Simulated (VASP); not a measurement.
NaI, 2 atoms in the cell. It takes space group Imm2 (No. 44, orthorhombic). Conventional cell: a = 4.577 Å, b = 6.473 Å, c = 4.577 Å, α = 90.00°, β = 90.00°, γ = 90.00°. Within 3.9 Å of Na (site symmetry mm2) lie 6 I at 2.95 to 3.55 Å. I (site symmetry mm2) has 6 Na at 2.95 to 3.55 Å within 3.9 Å.  This cell differs from its parent crystal: atom 1 (Na) moved by (-0.300, -0.300) A along x and y.

- Program: VASP 6.6.1
- Task: single point
- Functional: PBE
- Potentials or basis: VASP PAW PBE potentials, release 64 (Na_pv, I)
- Cutoff: 500 eV
- k mesh: 6 × 6 × 6
- Occupations: gaussian, width 0.05 eV
- Spin: no spin polarisation
- Dipole correction: no
- Further INCAR settings: ALGO = Normal; EDIFF = 1e-06; NBANDS = 14

Potentials or basis: VASP PAW PBE potentials, release 64 (Na_pv, I).

Run with:

```sh
$ cat potpaw_PBE.64/Na_pv/POTCAR potpaw_PBE.64/I/POTCAR > POTCAR
$ mpirun -np 1 vasp_std > vasp.out
```

Hardware: 1 thread of AMD EPYC 7R13, with other jobs on the host.

**Question.** Estimate the wall time of this run.

**Answer.** Run time: 51 s on 1 thread of AMD EPYC 7R13, on a shared host, peak memory 0.22 GiB. Counts: scf iterations 12, k points 46.
